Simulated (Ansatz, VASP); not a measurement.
**Two plane-wave programs on Rh**

```
Rh
1.0
     0.00000    1.91692    1.91692
     1.91692    0.00000    1.91692
     1.91692    1.91692    0.00000
Rh
1
Direct
  0.00000 0.00000 0.00000
```

Alike in both runs: functional PBE; k mesh 10 × 10 × 10; occupations fermi-dirac, width 0.15 eV; no spin polarisation.

Ansatz relaxed the structure, and its values are those at the end. VASP's run is a single point on that final structure, the one shown.

```csv
,VASP,Ansatz
version,VASP 6.6.1,Ansatz 0.2.0
potentials or method,"VASP PAW PBE potentials, release 64 (Rh_pv), cutoff 500 eV","plane waves, PAW"
valence electrons in the cell,15,17
```

|  | VASP | Ansatz | Ansatz less VASP |
| --- | --- | --- | --- |
| pressure (GPa) | 0.2 | 0.0 | -0.23 |

VASP's potentials hold 15 valence electrons a cell and Ansatz's 17, so a difference there can come from the potentials and not from the codes.
